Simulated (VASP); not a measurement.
# CdTe in VASP: further runs

CdTe is run at these levels: PBE; tasks: single point.

Program: VASP 6.6.1. These are calculated values, not measurements. Logs are shortened: lines on timing, memory, paths and dates and some standing lists are left out, and cuts for length are marked.

### 1 The cell of the first run

It takes space group F-43m (No. 216, cubic). The conventional cell has a = 6.560 Å, b = 6.560 Å, c = 6.560 Å, α = 90.00°, β = 90.00°, γ = 90.00°. Within 3.7 Å of Cd (site symmetry -43m) lie 4 Te at 2.84 Å. Te (site symmetry -43m) has 4 Cd at 2.84 Å within 3.7 Å.

### 2 Single point, PBE

Contents of INCAR:

```
SYSTEM = CdTe
PREC     = Accurate       ! precision mode
ENCUT    = 520            ! plane-wave cutoff, eV
EDIFF    = 1E-7           ! SCF threshold, eV
ISMEAR   = -1             ! smearing method
SIGMA    = 0.02           ! smearing width, eV
LREAL    = .False.        ! projectors in reciprocal space
LASPH    = .True.         ! aspherical terms in the spheres
NELM     = 80             ! most SCF steps
ALGO     = Normal         ! electronic algorithm
ISIF     = 2              ! what is computed and relaxed
LWAVE    = .False.        ! write WAVECAR
LCHARG   = .True.         ! write CHGCAR
GGA      = PE             ! functional
LELF     = .True.         ! ELF
LVHAR    = .True.       
NBANDS   = 16             ! bands
```

Contents of KPOINTS:

```
Automatic mesh
0
Gamma
  6 6 6
  0 0 0
```

Contents of POSCAR:

```
CdTe
1.0
    0.0000000000      3.2799551162      3.2799551162
    3.2799551162      0.0000000000      3.2799551162
    3.2799551162      3.2799551162      0.0000000000
Cd Te
1 1
Direct
    0.0000000000      0.0000000000      0.0000000000
    0.2500000000      0.2500000000      0.2500000000
```

Potentials or basis: VASP PAW PBE potentials, release 64 (Cd, Te).

Run with:

```
> cat potpaw_PBE.64/Cd/POTCAR potpaw_PBE.64/Te/POTCAR > POTCAR
> mpirun -np 1 vasp_std > vasp.out
```

OUTCAR:

```text
SYSTEM = CdTe
   PREC = Accurate
   ENCUT = 520
   EDIFF = 1E-7
   ISMEAR = -1
   LREAL = .False.
   LASPH = .True.
   NELM = 80
   ISIF = 2
   GGA = PE

 ion  position               nearest neighbor table
   1  0.000  0.000  0.000-   2 2.84   2 2.84   2 2.84   2 2.84
   2  0.250  0.250  0.250-   1 2.84   1 2.84   1 2.84   1 2.84

  LATTYP: Found a face centered cubic cell.
 ALAT       =     6.5599102324

  Lattice vectors:

 A1 = (   0.0000000000,   3.2799551162,   3.2799551162)
 A2 = (   3.2799551162,   0.0000000000,   3.2799551162)
 A3 = (   3.2799551162,   3.2799551162,   0.0000000000)

Analysis of symmetry for initial positions (statically):
=====================================================================
 Subroutine PRICEL returns:
 Original cell was already a primitive cell.

 Routine SETGRP: Setting up the symmetry group for a
 face centered cubic supercell.

 Subroutine GETGRP returns: Found 24 space group operations
 (whereof 24 operations were pure point group operations)
 out of a pool of 48 trial point group operations.

The static configuration has the point symmetry T_d .

Analysis of symmetry for dynamics (positions and initial velocities):
=====================================================================
 Subroutine PRICEL returns:
 Original cell was already a primitive cell.

 Routine SETGRP: Setting up the symmetry group for a
 face centered cubic supercell.

 Subroutine GETGRP returns: Found 24 space group operations
 (whereof 24 operations were pure point group operations)
 out of a pool of 48 trial point group operations.

The dynamic configuration has the point symmetry T_d .

 Subroutine INISYM returns: Found 24 space group operations
 (whereof 24 operations are pure point group operations),
 and found     1 'primitive' translations

----------------------------------------------------------------------------------------

                                     Primitive cell

  volume of cell :      70.5722

  direct lattice vectors                    reciprocal lattice vectors
     0.000000000  3.279955116  3.279955116    -0.152441110  0.152441110  0.152441110
     3.279955116  0.000000000  3.279955116     0.152441110 -0.152441110  0.152441110
     3.279955116  3.279955116  0.000000000     0.152441110  0.152441110 -0.152441110

  length of vectors
     4.638557009  4.638557009  4.638557009     0.264035748  0.264035748  0.264035748

  position of ions in fractional coordinates (direct lattice)
     0.000000000  0.000000000  0.000000000
     0.250000000  0.250000000  0.250000000

  ion indices of the primitive-cell ions
   primitive index   ion index
                 1           1
                 2           2

----------------------------------------------------------------------------------------

 KPOINTS: Automatic mesh

Automatic generation of k-mesh.
 Grid dimensions read from file:
 generate k-points for:    6    6    6

 Generating k-lattice:

  Cartesian coordinates                     Fractional coordinates (reciprocal lattice)
    -0.025406852  0.025406852  0.025406852     0.166666667  0.000000000  0.000000000
     0.025406852 -0.025406852  0.025406852     0.000000000  0.166666667  0.000000000
     0.025406852  0.025406852 -0.025406852     0.000000000  0.000000000  0.166666667

  Length of vectors
     0.044005958  0.044005958  0.044005958

  Shift w.r.t. Gamma in fractional coordinates (k-lattice)
     0.000000000  0.000000000  0.000000000

 Subroutine IBZKPT returns following result:
 ===========================================

 Found     16 irreducible k-points:

 Following reciprocal coordinates:
            Coordinates               Weight
  0.000000  0.000000  0.000000      1.000000
  0.166667  0.000000  0.000000      8.000000
  0.333333  0.000000  0.000000      8.000000
  0.500000  0.000000  0.000000      4.000000
  0.166667  0.166667  0.000000      6.000000
  0.333333  0.166667  0.000000     24.000000
[... 8 lines left out ...]
 -0.333333  0.333333  0.166667     24.000000
 -0.333333  0.500000  0.166667     12.000000
   k-points           NKPTS =     16   k-points in BZ     NKDIM =     16   number of bands    NBANDS=     16
   number of dos      NEDOS =    301   number of ions     NIONS =      2
   total plane-waves  NPLWV =  46656
   dimension x,y,z NGX =    36 NGY =   36 NGZ =   36
   dimension x,y,z NGXF=    72 NGYF=   72 NGZF=   72
   ions per type =               1   1
   NGX,Y,Z   is equivalent  to a cutoff of  12.90, 12.90, 12.90 a.u.
   NGXF,Y,Z  is equivalent  to a cutoff of  25.80, 25.80, 25.80 a.u.
 SYSTEM =  CdTe
   PREC   = accura    normal or accurate (medium, high low for compatibility)
   ISTART =      0    job   : 0-new  1-cont  2-samecut
   ICHARG =      2    charge: 1-file 2-atom 10-const
   ISPIN  =      1    spin polarized calculation?
   LNONCOLLINEAR =      F non collinear calculations
   LSORBIT =      F    spin-orbit coupling
   LASPH  =      T    aspherical Exc in radial PAW
   ENCUT  =  520.0 eV  38.22 Ry    6.18 a.u.   8.62  8.62  8.62*2*pi/ulx,y,z
   NELM   =     80;   NELMIN=  2; NELMDL= -5     # of ELM steps
   EDIFF  = 0.1E-06   stopping-criterion for ELM
   LREAL  =      F    real-space projection
   EDIFFG = 0.1E-05   stopping-criterion for IOM
   NSW    =      0    number of steps for IOM
   IBRION =     -1    ionic relax: 0-MD 1-quasi-New 2-CG
   NFREE  =      0    steps in history (QN), initial steepest desc. (CG)
   ISIF   =      2    stress and relaxation
   ISYM   =      2    0-nonsym 1-usesym 2-fastsym
   POTIM  = 0.5000    time-step for ionic-motion
   TEBEG  =    0.0;   TEEND  =   0.0 temperature during run
   PSTRESS=    0.0 pullay stress
   NELECT =      18.0000    total number of electrons
   NUPDOWN=      -1.0000    fix difference up-down
   EMIN   =  10.00;   EMAX   =-10.00  energy-range for DOS
   EFERMI =   0.00;   METHOD = LEGACY
   ISMEAR =    -1;   SIGMA  =   0.02  broadening in eV -4-tet -1-fermi 0-gaus
   EFERMI_NEDOS =   21; number of points for ismear=-14 and -15
   IALGO  =     38    algorithm
   IMIX   =      4    mixing-type and parameters
     AMIX     =   0.40;   BMIX     =  1.00
     AMIX_MAG =   1.60;   BMIX_MAG =  1.00
  volume/ion in A,a.u.               =      35.29       238.12
  Fermi-wavevector in a.u.,A,eV,Ry     =   1.038216  1.961944 14.665621  1.077893
  Thomas-Fermi vector in A             =   2.172690
   LORBIT       =      0    0 simple, 1 ext, 2 COOP (PROOUT), +10 PAW based schemes
   GGA     = PE    functional components
   LHFCALC =     F    Hartree Fock is set to
   AEXX    =    0.0000 exact exchange contribution
   IVDW    =     0    specifies the selected vdW correction
   LEPSILON=     F    determine dielectric tensor
   LRPA    =     F    only Hartree local field effects (RPA)
 non-spin polarized calculation
  energy-cutoff  :      520.00
  volume of cell :       70.57
 maximum number of plane-waves:      1917
 NGX is ok and might be reduce to    36
   NGX = 17   NGY = 17   NGZ = 17

 number of electron      18.0000006 magnetization

 Free energy of the ion-electron system (eV)
  ---------------------------------------------------
  ext. energy  EPLUGINS =         0.00000000
  ---------------------------------------------------
  free energy    TOTEN  =        -4.79981607 eV

  energy without entropy =       -4.79981607  energy(sigma->0) =       -4.79981607

 E-fermi :   2.3688     XC(G=0):  -8.4228

 val. band max:        2.0273225042   @ k =   0.0000   0.0000   0.0000
 cond. band min:       2.6869639679   @ k =   0.0000   0.0000   0.0000
 fundamental gap:      0.6596414637
 Fermi energy:         2.3687626419

 k-point     1 :       0.0000    0.0000    0.0000
  band No.  band energies     occupation
      1      -8.9440      2.00000
      2      -6.1450      2.00000
      3      -6.1450      2.00000
      4      -6.1450      2.00000
      5      -5.9108      2.00000
      6      -5.9108      2.00000
[... 8 lines left out ...]
     15      11.3192      0.00000
     16      11.3192      0.00000

 k-point     2 :       0.1667    0.0000    0.0000
  band No.  band energies     occupation
      1      -8.8525      2.00000
      2      -6.1282      2.00000
      3      -6.1282      2.00000
      4      -6.0651      2.00000
      5      -5.9117      2.00000
      6      -5.9117      2.00000
[... 8 lines left out ...]
     15      10.4830      0.00000
     16      10.4830      0.00000

 k-point     3 :       0.3333    0.0000    0.0000
  band No.  band energies     occupation
      1      -8.6702      2.00000
      2      -6.0994      2.00000
      3      -6.0994      2.00000
      4      -5.9081      2.00000
      5      -5.9081      2.00000
      6      -5.8066      2.00000
[... 8 lines left out ...]
     15      10.8672      0.00000
     16      10.8672      0.00000

 k-point     4 :       0.5000    0.0000    0.0000
  band No.  band energies     occupation
      1      -8.5812      2.00000
      2      -6.0881      2.00000
      3      -6.0881      2.00000
      4      -5.9026      2.00000
      5      -5.9026      2.00000
      6      -5.5864      2.00000
[... 8 lines left out ...]
     15      12.2468      0.00000
     16      12.2468      0.00000
[... 172 lines left out ...]
 k-point    14 :       0.5000    0.3333    0.1667
  band No.  band energies     occupation
      1      -8.5552      2.00000
      2      -6.0593      2.00000
      3      -6.0519      2.00000
      4      -5.9461      2.00000
      5      -5.8991      2.00000
      6      -5.6127      2.00000
[... 8 lines left out ...]
     15      12.1905      0.00000
     16      13.2834      0.00000

 k-point    15 :      -0.3333    0.3333    0.1667
  band No.  band energies     occupation
      1      -8.4992      2.00000
      2      -6.0520      2.00000
      3      -6.0390      2.00000
      4      -5.9319      2.00000
      5      -5.9074      2.00000
      6      -5.4479      2.00000
[... 8 lines left out ...]
     15      12.4087      0.00000
     16      13.0767      0.00000

 k-point    16 :      -0.3333    0.5000    0.1667
  band No.  band energies     occupation
      1      -8.4719      2.00000
      2      -6.0270      2.00000
      3      -6.0254      2.00000
      4      -5.9526      2.00000
      5      -5.8987      2.00000
      6      -5.4050      2.00000
[... 8 lines left out ...]
     15      12.9448      0.00000
     16      13.2706      0.00000

------------------------ aborting loop because EDIFF is reached ----------------------------------------

  FORCE on cell =-STRESS in cart. coord.  units (eV):
  Direction    XX          YY          ZZ          XY          YZ          ZX
  --------------------------------------------------------------------------------------
  -------------------------------------------------------------------------------------
  Total        0.4946020      0.4946020      0.4946020      0.0000000      0.0000000      0.0000000
  in kB       11.2287857     11.2287857     11.2287857      0.0000000      0.0000000      0.0000000
  external PRESSURE =      11.2287857 kB  Pullay stress =       0.0000000 kB

 VOLUME and BASIS-vectors are now :
 -----------------------------------------------------------------------------
  energy-cutoff  :      520.00
  volume of cell :       70.57
      direct lattice vectors                 reciprocal lattice vectors
     0.000000000  3.279955116  3.279955116    -0.152441110  0.152441110  0.152441110
     3.279955116  0.000000000  3.279955116     0.152441110 -0.152441110  0.152441110
     3.279955116  3.279955116  0.000000000     0.152441110  0.152441110 -0.152441110

 POSITION                                       TOTAL-FORCE (eV/Angst)
 -----------------------------------------------------------------------------------
      0.00000      0.00000      0.00000        -0.000000      0.000000      0.000000
      1.63998      1.63998      1.63998         0.000000     -0.000000     -0.000000
 -----------------------------------------------------------------------------------
    total drift:                               -0.000000     -0.000000     -0.000000

  FREE ENERGIE OF THE ION-ELECTRON SYSTEM (eV)
  ---------------------------------------------------
  free  energy   TOTEN  =        -4.7998160682 eV

  energy  without entropy=       -4.7998160675  energy(sigma->0) =       -4.79981607
```

Run time: 21 s. Hardware: 1 thread of AMD EPYC 7R13 (Zen 3), shared host; peak memory 0.18 GiB.

What came out:

* Free energy: -4.7998 eV
* Pressure: 1.1 GPa
* Band gap on the k mesh: 0.66 eV, direct

Caveat: spin-orbit coupling is left out, which moves the levels of the heavy elements.

### 3 Single point, PBE (epitaxial xy strain -2.0%)

Contents of INCAR:

```
SYSTEM = CdTe
PREC     = Accurate       ! precision mode
ENCUT    = 520            ! plane-wave cutoff, eV
EDIFF    = 1E-6           ! SCF threshold, eV
ISMEAR   = -1             ! smearing method
SIGMA    = 0.02           ! smearing width, eV
LREAL    = .False.        ! projectors in reciprocal space
LASPH    = .True.         ! aspherical terms in the spheres
NELM     = 60             ! most SCF steps
ALGO     = Normal         ! electronic algorithm
ISIF     = 2              ! what is computed and relaxed
LWAVE    = .False.        ! write WAVECAR
LCHARG   = .False.        ! write CHGCAR
GGA      = PE             ! functional
NBANDS   = 16             ! bands
```

Contents of KPOINTS:

```
regular mesh
0
Gamma
  6 6 6
  0 0 0
```

Contents of POSCAR:

```
CdTe
1.0
    0.0000000000      3.2143560138      3.3640644590
    3.2143560138      0.0000000000      3.3640644590
    3.2143560138      3.2143560138      0.0000000000
Cd Te
1 1
Direct
    0.0000000000      0.0000000000      0.0000000000
    0.2500000000      0.2500000000      0.2500000000
```

Potentials or basis: VASP PAW PBE potentials, release 64 (Cd, Te).

Run with:

```
> cat potpaw_PBE.64/Cd/POTCAR potpaw_PBE.64/Te/POTCAR > POTCAR
> mpirun -np 1 vasp_std > vasp.out
```

Wall time 74 s (1 thread of AMD EPYC 7R13, shared host); peak memory 0.19 GiB.

Results (log left out):

```
Free energy            : -4.7855 eV
Pressure               : 1.7 GPa
Band gap on the k mesh : 0.65 eV, direct
```

Stress tensor (GPa, compression positive):
```
1.99 0.00 0.00
0.00 1.99 0.00
0.00 0.00 1.22
```

Levels at points of the mesh, in eV from the valence-band top:
```
           k point  band 7  band 8  band 9  band 10  band 11  band 12
(0.00, 0.00, 0.00)   -0.16    0.00    0.00     0.65     4.57     4.57
(0.50, 0.00, 0.00)   -4.35   -0.91   -0.68     1.73     5.04     5.28
(0.50, 0.50, 0.00)   -4.39   -1.71   -1.71     2.72     2.85     8.45
(0.50, 0.00, 0.50)   -4.18   -1.93   -1.87     2.51     2.55     8.76
```

Caveat: the cell differs from its parent crystal (epitaxial xy strain -2.0%); spin-orbit coupling is left out, which moves the levels of the heavy elements.

### 4 Single point, PBE (epitaxial xy strain -1.0%)

INCAR, as its differences from that of step 3:

```diff
@@ -3,3 +3,3 @@
 ENCUT    = 520            ! plane-wave cutoff, eV
-EDIFF    = 1E-6           ! SCF threshold, eV
+EDIFF    = 1E-7           ! SCF threshold, eV
 ISMEAR   = -1             ! smearing method
```

Contents of KPOINTS:

```
Automatic mesh
0
Gamma
  6 6 6
  0 0 0
```

Contents of POSCAR:

```
CdTe
1.0
    0.0000000000      3.2471555650      3.3216790865
    3.2471555650      0.0000000000      3.3216790865
    3.2471555650      3.2471555650      0.0000000000
Cd Te
1 1
Direct
    0.0000000000      0.0000000000      0.0000000000
    0.2500000000      0.2500000000      0.2500000000
```

Potentials or basis: VASP PAW PBE potentials, release 64 (Cd, Te).

Run with:

```
> cat potpaw_PBE.64/Cd/POTCAR potpaw_PBE.64/Te/POTCAR > POTCAR
> mpirun -np 1 vasp_std > vasp.out
```

OUTCAR:

```text
SYSTEM = CdTe
   PREC = Accurate
   ENCUT = 520
   EDIFF = 1E-7
   ISMEAR = -1
   LREAL = .False.
   LASPH = .True.
   NELM = 60
   ISIF = 2
   GGA = PE

 ion  position               nearest neighbor table
   1  0.000  0.000  0.000-   2 2.83   2 2.83   2 2.83   2 2.83
   2  0.250  0.250  0.250-   1 2.83   1 2.83   1 2.83   1 2.83

  LATTYP: Found a body centered tetragonal cell.
 ALAT       =     4.5921714392
 C/A-ratio  =     1.4466703304

  Lattice vectors:
[... 191 lines left out ...]
      4      -6.1009      2.00000
      5      -5.8650      2.00000
      6      -5.8625      2.00000
[... 433 lines left out ...]
      3      -5.9738      2.00000
      4      -5.9243      2.00000
      5      -5.8429      2.00000
      6      -5.4386      2.00000
[... 8 lines left out ...]
     15      12.6565      0.00000
     16      13.4536      0.00000

 [... further k-points ...]
[... 5 lines left out ...]
  --------------------------------------------------------------------------------------
  -------------------------------------------------------------------------------------
  Total        0.6755926      0.6755926      0.5143616      0.0000000     -0.0000000      0.0000000
  in kB       15.4526014     15.4526014     11.7648200      0.0000000     -0.0000000      0.0000000
  external PRESSURE =      14.2233409 kB  Pullay stress =       0.0000000 kB

 VOLUME and BASIS-vectors are now :
 -----------------------------------------------------------------------------
  energy-cutoff  :      520.00
  volume of cell :       70.05
      direct lattice vectors                 reciprocal lattice vectors
     0.000000000  3.247155565  3.321679087    -0.153980920  0.153980920  0.150526281
     3.247155565  0.000000000  3.321679087     0.153980920 -0.153980920  0.150526281
     3.247155565  3.247155565  0.000000000     0.153980920  0.153980920 -0.150526281

 POSITION                                       TOTAL-FORCE (eV/Angst)
 -----------------------------------------------------------------------------------
      0.00000      0.00000      0.00000        -0.000000     -0.000000     -0.000000
      1.62358      1.62358      1.66084         0.000000      0.000000      0.000000
 -----------------------------------------------------------------------------------
    total drift:                               -0.000000     -0.000000     -0.000001

  FREE ENERGIE OF THE ION-ELECTRON SYSTEM (eV)
  ---------------------------------------------------
  free  energy   TOTEN  =        -4.7944252323 eV

  energy  without entropy=       -4.7944252316  energy(sigma->0) =       -4.79442523
```

Run time: 90 s. Hardware: 1 thread of AMD EPYC 7R13, shared host; peak memory 0.19 GiB.

Results:

```yaml
Free_energy: -4.7944 eV
Pressure: 1.4 GPa
Band_gap_on_the_k_mesh: 0.66 eV, direct
```

Caveat: the cell differs from its parent crystal (epitaxial xy strain -1.0%); spin-orbit coupling is left out, which moves the levels of the heavy elements.

### 5 Overview

```tsv
cell	gap on the mesh (eV)	pressure (GPa)
a = 4.639 Å, angles 60.0°, 2 atoms	0.66	1.1
a = 4.653, b = 4.653, c = 4.546 Å, angles 60.8, 60.8, 58.5°, 2 atoms	0.65	1.7
a = 4.645, b = 4.645, c = 4.592 Å, angles 60.4, 60.4, 59.2°, 2 atoms	0.66	1.4
```

Alike in all rows: task single point; level PBE; potentials or basis VASP PAW PBE potentials, release 64 (Cd, Te); no spin polarisation; k mesh 6 × 6 × 6; cutoff (eV) 520; smearing fermi-dirac 0.02 eV.

Caveats: spin-orbit coupling is left out, which moves the levels of the heavy elements.

Absolute energies hang on the potentials; compare differences alone.
